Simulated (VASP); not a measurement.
# Co (P6_3/mmc) in VASP: a series of runs

Co is run at these levels: PBEsol; tasks: single point.

All numbers are computed with VASP 6.6.1; they aren't measurements. Logs are shortened: lines on timing, memory, paths and dates and some standing lists are left out, and cuts for length are marked.

## 1. The cell of the first run

It takes space group P6_3/mmc (No. 194, hexagonal). The conventional cell has a = 2.414 Å, b = 2.414 Å, c = 7.859 Å, α = 90.00°, β = 90.00°, γ = 120.00°. Within 3.2 Å of Co (site symmetry -3m) lie 12 Co at 2.41 Å. Co (site symmetry -6m2) has 12 Co at 2.41 Å within 3.2 Å.

## 2. Single point, PBEsol

Input file INCAR:

```
SYSTEM = Co
ALGO = Normal ; EDIFF = 1E-7
ENCUT = 520 ; GGA = PS
ISIF = 2 ; ISMEAR = -1
LASPH = .True. ; LCHARG = .False.
LREAL = .False. ; LWAVE = .False.
NBANDS = 26 ; NELM = 100
PREC = Accurate ; SIGMA = 0.1
```

Input file KPOINTS:

```
k-points
0
Gamma
  14 14 4
  0 0 0
```

Input file POSCAR:

```
Co
1.0
    2.4144563129      0.0000000000      0.0000000000
   -1.2072281565      2.0909805033      0.0000000000
    0.0000000000      0.0000000000      7.8594283610
Co
4
Direct
    1.0000000000      1.0000000000      1.0000000000
    1.0000000000      1.0000000000      0.5000000000
    0.3333333333      0.6666666667      0.2500000000
    0.6666666667      0.3333333333      0.7500000000
```

Potentials or basis: VASP PAW PBE potentials, release 64 (Co).

Command:

```sh
> cat potpaw_PBE.64/Co/POTCAR > POTCAR
> mpirun -np 1 vasp_std > vasp.out
```

OUTCAR:

```text
SYSTEM = Co
   EDIFF = 1E-7
   ENCUT = 520
   GGA = PS
   ISIF = 2
   ISMEAR = -1
   LASPH = .True.
   LREAL = .False.
   NELM = 100
   PREC = Accurate

 ion  position               nearest neighbor table
   1  0.000  0.000  0.000-   3 2.41   4 2.41   4 2.41   3 2.41   4 2.41   3 2.41
   2  0.000  0.000  0.500-   3 2.41   4 2.41   4 2.41   3 2.41   4 2.41   3 2.41
   3  0.333  0.667  0.250-   1 2.41   2 2.41   1 2.41   2 2.41   1 2.41   2 2.41
   4  0.667  0.333  0.750-   1 2.41   2 2.41   1 2.41   2 2.41   1 2.41   2 2.41

  LATTYP: Found a hexagonal cell.
 ALAT       =     2.4144563129
 C/A-ratio  =     3.2551545120

  Lattice vectors:

 A1 = (   2.4144563129,   0.0000000000,   0.0000000000)
 A2 = (  -1.2072281565,   2.0909805033,   0.0000000000)
 A3 = (   0.0000000000,   0.0000000000,   7.8594283610)

Analysis of symmetry for initial positions (statically):
=====================================================================
 Subroutine PRICEL returns:
 Original cell was already a primitive cell.

 Routine SETGRP: Setting up the symmetry group for a
 hexagonal supercell.

 Subroutine GETGRP returns: Found 24 space group operations
 (whereof 12 operations were pure point group operations)
 out of a pool of 24 trial point group operations.

The static configuration has the point symmetry D_3d.
 The point group associated with its full space group is D_6h.

Analysis of symmetry for dynamics (positions and initial velocities):
=====================================================================
 Subroutine PRICEL returns:
 Original cell was already a primitive cell.

 Routine SETGRP: Setting up the symmetry group for a
 hexagonal supercell.

 Subroutine GETGRP returns: Found 24 space group operations
 (whereof 12 operations were pure point group operations)
 out of a pool of 24 trial point group operations.

The dynamic configuration has the point symmetry D_3d.
 The point group associated with its full space group is D_6h.

 Subroutine INISYM returns: Found 24 space group operations
 (whereof 12 operations are pure point group operations),
 and found     1 'primitive' translations

----------------------------------------------------------------------------------------

                                     Primitive cell

  volume of cell :      39.6790

  direct lattice vectors                    reciprocal lattice vectors
     2.414456313  0.000000000  0.000000000     0.414171917  0.239122268  0.000000000
    -1.207228157  2.090980503  0.000000000     0.000000000  0.478244536  0.000000000
     0.000000000  0.000000000  7.859428361     0.000000000  0.000000000  0.127235717

  length of vectors
     2.414456313  2.414456313  7.859428361     0.478244536  0.478244536  0.127235717

  position of ions in fractional coordinates (direct lattice)
     0.000000000  0.000000000  0.000000000
     0.000000000  0.000000000  0.500000000
     0.333333333  0.666666667  0.250000000
     0.666666667  0.333333333  0.750000000

  ion indices of the primitive-cell ions
   primitive index   ion index
                 1           1
                 2           2
                 3           3
                 4           4

----------------------------------------------------------------------------------------

 KPOINTS: k-points

Automatic generation of k-mesh.
 Grid dimensions read from file:
 generate k-points for:   14   14    4

 Generating k-lattice:

  Cartesian coordinates                     Fractional coordinates (reciprocal lattice)
     0.029583708  0.017080162  0.000000000     0.071428571  0.000000000  0.000000000
     0.000000000  0.034160324  0.000000000     0.000000000  0.071428571  0.000000000
     0.000000000  0.000000000  0.031808929     0.000000000  0.000000000  0.250000000

  Length of vectors
     0.034160324  0.034160324  0.031808929

  Shift w.r.t. Gamma in fractional coordinates (k-lattice)
     0.000000000  0.000000000  0.000000000

 Subroutine IBZKPT returns following result:
 ===========================================

 Found     72 irreducible k-points:

 Following reciprocal coordinates:
            Coordinates               Weight
  0.000000  0.000000  0.000000      1.000000
  0.071429  0.000000  0.000000      6.000000
  0.142857  0.000000  0.000000      6.000000
  0.214286  0.000000  0.000000      6.000000
  0.285714  0.000000  0.000000      6.000000
  0.357143 -0.000000  0.000000      6.000000
[... 16 lines left out ...]
  0.285714  0.285714  0.000000      6.000000
  0.357143  0.285714  0.000000      6.000000
 [... further k-points ...]
   k-points           NKPTS =     72   k-points in BZ     NKDIM =     72   number of bands    NBANDS=     26
   number of dos      NEDOS =    301   number of ions     NIONS =      4
   total plane-waves  NPLWV =  19440
   dimension x,y,z NGX =    18 NGY =   18 NGZ =   60
   dimension x,y,z NGXF=    36 NGYF=   36 NGZF=  120
   ions per type =               4
   NGX,Y,Z   is equivalent  to a cutoff of  12.39, 12.39, 12.69 a.u.
   NGXF,Y,Z  is equivalent  to a cutoff of  24.79, 24.79, 25.38 a.u.
 SYSTEM =  Co
   PREC   = accura    normal or accurate (medium, high low for compatibility)
   ISTART =      0    job   : 0-new  1-cont  2-samecut
   ICHARG =      2    charge: 1-file 2-atom 10-const
   ISPIN  =      1    spin polarized calculation?
   LNONCOLLINEAR =      F non collinear calculations
   LSORBIT =      F    spin-orbit coupling
   LASPH  =      T    aspherical Exc in radial PAW
   ENCUT  =  520.0 eV  38.22 Ry    6.18 a.u.   4.49  4.49 14.61*2*pi/ulx,y,z
   NELM   =    100;   NELMIN=  2; NELMDL= -5     # of ELM steps
   EDIFF  = 0.1E-06   stopping-criterion for ELM
   LREAL  =      F    real-space projection
   EDIFFG = 0.1E-05   stopping-criterion for IOM
   NSW    =      0    number of steps for IOM
   IBRION =     -1    ionic relax: 0-MD 1-quasi-New 2-CG
   NFREE  =      0    steps in history (QN), initial steepest desc. (CG)
   ISIF   =      2    stress and relaxation
   ISYM   =      2    0-nonsym 1-usesym 2-fastsym
   POTIM  = 0.5000    time-step for ionic-motion
   TEBEG  =    0.0;   TEEND  =   0.0 temperature during run
   PSTRESS=    0.0 pullay stress
   NELECT =      36.0000    total number of electrons
   NUPDOWN=      -1.0000    fix difference up-down
   EMIN   =  10.00;   EMAX   =-10.00  energy-range for DOS
   EFERMI =   0.00;   METHOD = LEGACY
   ISMEAR =    -1;   SIGMA  =   0.10  broadening in eV -4-tet -1-fermi 0-gaus
   EFERMI_NEDOS =   21; number of points for ismear=-14 and -15
   IALGO  =     38    algorithm
   IMIX   =      4    mixing-type and parameters
     AMIX     =   0.40;   BMIX     =  1.00
     AMIX_MAG =   1.60;   BMIX_MAG =  1.00
  volume/ion in A,a.u.               =       9.92        66.94
  Fermi-wavevector in a.u.,A,eV,Ry     =   1.584853  2.994937 34.174543  2.511758
  Thomas-Fermi vector in A             =   2.684407
   LORBIT       =      0    0 simple, 1 ext, 2 COOP (PROOUT), +10 PAW based schemes
   GGA     = PS    functional components
   LHFCALC =     F    Hartree Fock is set to
   AEXX    =    0.0000 exact exchange contribution
   IVDW    =     0    specifies the selected vdW correction
   LEPSILON=     F    determine dielectric tensor
   LRPA    =     F    only Hartree local field effects (RPA)
 non-spin polarized calculation
  energy-cutoff  :      520.00
  volume of cell :       39.68
 maximum number of plane-waves:      1093
 NGX is ok and might be reduce to    18
   NGX =  9   NGY =  9   NGZ = 29

 number of electron      36.0000002 magnetization

 Free energy of the ion-electron system (eV)
  ---------------------------------------------------
  ext. energy  EPLUGINS =         0.00000000
  ---------------------------------------------------
  free energy    TOTEN  =       -30.45227924 eV

  energy without entropy =      -30.14496699  energy(sigma->0) =      -30.29862312

 E-fermi :  11.3430     XC(G=0): -14.1372

 val. band max:       11.3393901929   @ k =   0.2857   0.0714   0.0000
 cond. band min:      11.3440737165   @ k =   0.3571   0.2857   0.2500
 fundamental gap:      0.0046835237
 Fermi energy:        11.3430462661

 k-point     1 :       0.0000    0.0000    0.0000
  band No.  band energies     occupation
      1       1.9098      2.00000
      2       4.3030      2.00000
      3       4.3052      2.00000
      4       6.2037      2.00000
      5       8.8133      2.00000
      6       8.8254      2.00000
[... 18 lines left out ...]
     25      18.8883      0.00000
     26      27.4386      0.00000

 k-point     2 :       0.0714    0.0000    0.0000
  band No.  band energies     occupation
      1       2.1030      2.00000
      2       4.4689      2.00000
      3       4.4714      2.00000
      4       6.3346      2.00000
      5       8.6802      2.00000
      6       8.7588      2.00000
[... 18 lines left out ...]
     25      18.9058      0.00000
     26      27.5803      0.00000

 k-point     3 :       0.1429    0.0000    0.0000
  band No.  band energies     occupation
      1       2.6674      2.00000
      2       4.9328      2.00000
      3       4.9363      2.00000
      4       6.6859      2.00000
      5       8.4143      2.00000
      6       8.5945      2.00000
[... 18 lines left out ...]
     25      18.9702      0.00000
     26      27.9477      0.00000

 k-point     4 :       0.2143    0.0000    0.0000
  band No.  band energies     occupation
      1       3.5506      2.00000
      2       5.5677      2.00000
      3       5.5732      2.00000
      4       7.1010      2.00000
      5       8.1795      2.00000
      6       8.2841      2.00000
[... 18 lines left out ...]
     25      19.1073      0.00000
     26      26.7205      0.00000

 k-point     5 :       0.2857    0.0000    0.0000
  band No.  band energies     occupation
      1       4.6364      2.00000
      2       6.1084      2.00000
      3       6.1088      2.00000
      4       7.2626      2.00000
      5       7.8862      2.00000
      6       8.0669      2.00000
[... 18 lines left out ...]
     25      19.2770      0.00000
     26      23.6780      0.00000

 k-point     6 :       0.3571   -0.0000    0.0000
  band No.  band energies     occupation
      1       5.6691      2.00000
      2       6.2966      2.00000
      3       6.3696      2.00000
      4       7.1372      2.00000
      5       7.6608      2.00000
      6       7.8441      2.00000
[... 427 lines left out ...]
 k-point    21 :       0.2857    0.2143    0.0000
  band No.  band energies     occupation
      1       6.8589      2.00000
      2       6.9554      2.00000
      3       7.1237      2.00000
      4       7.4564      2.00000
      5       7.5061      2.00000
      6       7.8220      2.00000
[... 18 lines left out ...]
     25      20.9474      0.00000
     26      21.2659      0.00000

 k-point    22 :       0.3571    0.2143    0.0000
  band No.  band energies     occupation
      1       6.9169      2.00000
      2       6.9692      2.00000
      3       7.3534      2.00000
      4       7.6411      2.00000
      5       7.6922      2.00000
      6       7.7928      2.00000
[... 18 lines left out ...]
     25      20.1268      0.00000
     26      20.2214      0.00000

 k-point    23 :       0.2857    0.2857    0.0000
  band No.  band energies     occupation
      1       7.3030      2.00000
      2       7.3222      2.00000
      3       7.3697      2.00000
      4       7.4656      2.00000
      5       7.6735      2.00000
      6       7.7492      2.00000
[... 18 lines left out ...]
     25      19.0772      0.00000
     26      20.7277      0.00000

 k-point    24 :       0.3571    0.2857    0.0000
  band No.  band energies     occupation
      1       7.3090      2.00000
      2       7.4304      2.00000
      3       7.6208      2.00000
      4       7.6278      2.00000
      5       7.7690      2.00000
      6       7.8257      2.00000
[... 18 lines left out ...]
     25      18.6999      0.00000
     26      19.5149      0.00000

 [... further k-points ...]
[... 5 lines left out ...]
  --------------------------------------------------------------------------------------
  -------------------------------------------------------------------------------------
  Total       -0.2650894     -0.2650894     -0.2700995      0.0000000      0.0000000      0.0000000
  in kB      -10.7039164    -10.7039164    -10.9062169      0.0000000      0.0000000      0.0000000
  external PRESSURE =     -10.7713499 kB  Pullay stress =       0.0000000 kB

 VOLUME and BASIS-vectors are now :
 -----------------------------------------------------------------------------
  energy-cutoff  :      520.00
  volume of cell :       39.68
      direct lattice vectors                 reciprocal lattice vectors
     2.414456313  0.000000000  0.000000000     0.414171917  0.239122268  0.000000000
    -1.207228157  2.090980503  0.000000000     0.000000000  0.478244536  0.000000000
     0.000000000  0.000000000  7.859428361     0.000000000  0.000000000  0.127235717

 POSITION                                       TOTAL-FORCE (eV/Angst)
 -----------------------------------------------------------------------------------
      0.00000      0.00000      0.00000         0.000000      0.000000      0.000000
      0.00000      0.00000      3.92971         0.000000      0.000000      0.000000
     -0.00000      1.39399      1.96486        -0.000000     -0.000000     -0.000000
      1.20723      0.69699      5.89457         0.000000     -0.000000     -0.000000
 -----------------------------------------------------------------------------------
    total drift:                                0.000000     -0.000000      0.000000

  FREE ENERGIE OF THE ION-ELECTRON SYSTEM (eV)
  ---------------------------------------------------
  free  energy   TOTEN  =       -30.4522792408 eV

  energy  without entropy=      -30.1449669929  energy(sigma->0) =      -30.29862312
```

Run time: 31 s. Hardware: 1 thread of Intel Xeon 6975P-C (Granite Rapids), shared host; peak memory 0.18 GiB.

Results:

| Item | Value |
| --- | --- |
| Free energy | -30.4523 eV |
| Pressure | -1.1 GPa |
| Band gap on the k mesh | zero (band 18 reaches 11.81 eV, above the bottom of band 19 at 10.60 eV) |

Levels at points of the mesh, in eV from the Fermi level:
| k point | band 15 | band 16 | band 17 | band 18 | band 19 | band 20 | band 21 | band 22 |
| --- | --- | --- | --- | --- | --- | --- | --- | --- |
| (0.00, 0.00, 0.00) | -1.72 | -0.90 | -0.90 | -0.50 | -0.50 | -0.20 | -0.20 | -0.20 |
| (0.50, 0.00, 0.00) | 0.35 | 0.38 | 0.41 | 0.46 | 0.51 | 0.51 | 0.54 | 1.62 |
| (0.00, 0.00, 0.50) | -1.70 | -1.70 | -0.69 | -0.69 | -0.69 | -0.69 | 0.08 | 0.08 |
| (0.50, 0.00, 0.50) | -0.04 | -0.04 | 0.36 | 0.36 | 0.49 | 0.49 | 1.97 | 1.97 |

Caveat: the PAW data sets were made with another functional, which shifts forces and pressure a little; the run has no spin polarisation, though such a crystal can be magnetic.

## 3. Single point, PBEsol (volume scaled by 1.04)

Input file INCAR:

```
SYSTEM = Co
  ALGO = Normal
  EDIFF = 1E-7
  ENCUT = 520
  GGA = PS
  ISIF = 2
  ISMEAR = -1
  LASPH = .True.
  LCHARG = .False.
  LREAL = .False.
  LWAVE = .False.
  NBANDS = 26
  NELM = 100
  PREC = Accurate
  SIGMA = 0.1
```

Input file KPOINTS:

```
k-points
0
Gamma
  17 17 5
  0 0 0
```

Input file POSCAR:

```
Co
1.0
    2.4462291186      0.0000000000      0.0000000000
   -1.2231145593      2.1184965601      0.0000000000
    0.0000000000      0.0000000000      7.9628537526
Co
4
Direct
    1.0000000000      1.0000000000      1.0000000000
    1.0000000000      1.0000000000      0.5000000000
    0.3333333333      0.6666666667      0.2500000000
    0.6666666667      0.3333333333      0.7500000000
```

Potentials or basis: VASP PAW PBE potentials, release 64 (Co).

Command:

```sh
> cat potpaw_PBE.64/Co/POTCAR > POTCAR
> mpirun -np 1 vasp_std > vasp.out
```

Wall time 42 s (1 thread of Intel Xeon 6975P-C (Granite Rapids), shared host); peak memory 0.2 GiB.

The run converged. Its results:

| Item | Value |
| --- | --- |
| Free energy | -30.3923 eV |
| Pressure | -11.0 GPa |
| Band gap on the k mesh | zero (band 18 reaches 11.09 eV, above the bottom of band 19 at 10.08 eV) |

Stress tensor (GPa, compression positive):
```
-10.94   0.00   0.00
  0.00 -10.94   0.00
  0.00   0.00 -11.05
```

Levels at points of the mesh, in eV from the Fermi level:
| k point | band 15 | band 16 | band 17 | band 18 | band 19 | band 20 |
| --- | --- | --- | --- | --- | --- | --- |
| (0.00, 0.00, 0.00) | -1.63 | -0.85 | -0.85 | -0.47 | -0.47 | -0.19 |

Caveat: the PAW data sets were made with another functional, which shifts forces and pressure a little; the run has no spin polarisation, though such a crystal can be magnetic.
